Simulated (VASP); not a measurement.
Here is a VASP 6.6.1 calculation.

INCAR

```
SYSTEM = Pb
PREC = Accurate
ENCUT = 520
EDIFF = 1E-6
ISMEAR = -1
SIGMA = 0.3
LREAL = .FALSE.
LASPH = .TRUE.
NELM = 100
ALGO = Normal
ISIF = 2
LWAVE = .FALSE.
LCHARG = .FALSE.
GGA = PE
NBANDS = 13
```

File KPOINTS:

```
Automatic mesh
0
G
  11 11 11
  0 0 0
```

Contents of POSCAR:

```
Pb
1.0
    0.0000000000      2.5175937382      2.5175937382
    2.5175937382      0.0000000000      2.5175937382
    2.5175937382      2.5175937382      0.0000000000
Pb
1
Direct
    0.0000000000      0.0000000000      0.0000000000
```

Potentials or basis: VASP PAW PBE potentials, release 64 (Pb_d).

Launch:

```console
$ cat potpaw_PBE.64/Pb_d/POTCAR > POTCAR
$ mpirun -np 1 vasp_std > vasp.out
```

What does it give for the band gap on the k mesh?

Zero (band 7 reaches 13.74 eV, above the bottom of band 8 at 5.37 eV).

Estimate the pressure.

0.3 GPa.

Caveat: spin-orbit coupling is left out, which moves the levels of the heavy elements.
